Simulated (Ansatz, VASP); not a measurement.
## H2C18O: VASP beside Ansatz

```
C O H
1.0
     7.39800    0.00000    0.00000
    -3.69900    6.40686    0.00000
     0.00000    0.00000   11.00000
C O H
18 1 2
Direct
  0.99871 0.99993 0.07582
  0.22117 0.11120 0.07573
  0.99942 0.33272 0.07558
  0.22042 0.44331 0.07578
  0.99831 0.66542 0.07554
  0.22168 0.77710 0.07561
  0.33287 0.99950 0.07566
  0.55358 0.10981 0.07559
  0.33163 0.33200 0.07579
  0.55480 0.44363 0.07563
  0.33211 0.66657 0.07568
  0.55440 0.77778 0.07576
  0.66480 0.99859 0.07573
  0.88802 0.11021 0.07578
  0.66518 0.33308 0.07538
  0.88756 0.44426 0.07518
  0.66605 0.66608 0.07575
  0.88687 0.77661 0.07577
  0.02279 0.52622 0.35644
  0.02345 0.40427 0.32407
  0.99905 0.58929 0.28499
```

Alike in both runs: functional LDA; k mesh 2 × 2 × 1; occupations fermi-dirac, width 0.05 eV; no spin polarisation.

Ansatz relaxed the structure, and its values are those at the end. VASP's run is a single point on that final structure, the one shown.

|  | VASP | Ansatz |
| --- | --- | --- |
| version | VASP 6.6.1 | Ansatz 0.2.0 |
| potentials or method | VASP PAW LDA potentials, release 64 (C, O, H), cutoff 520 eV | scalar-relativistic, plane waves, PAW |
| valence electrons in the cell | 80 | 80 |

|  | VASP | Ansatz | Ansatz less VASP |
| --- | --- | --- | --- |
| rms of the force components (eV/Å) | 0.042 | 0.010 | -0.0326 |

Ansatz warns that its potentials were made for another functional, while VASP's fit it. LDA's correlation is that of Perdew and Zunger in VASP and of Perdew and Wang (1992) in Ansatz.

The k mesh is coarse, so the values compare programs but aren't converged.
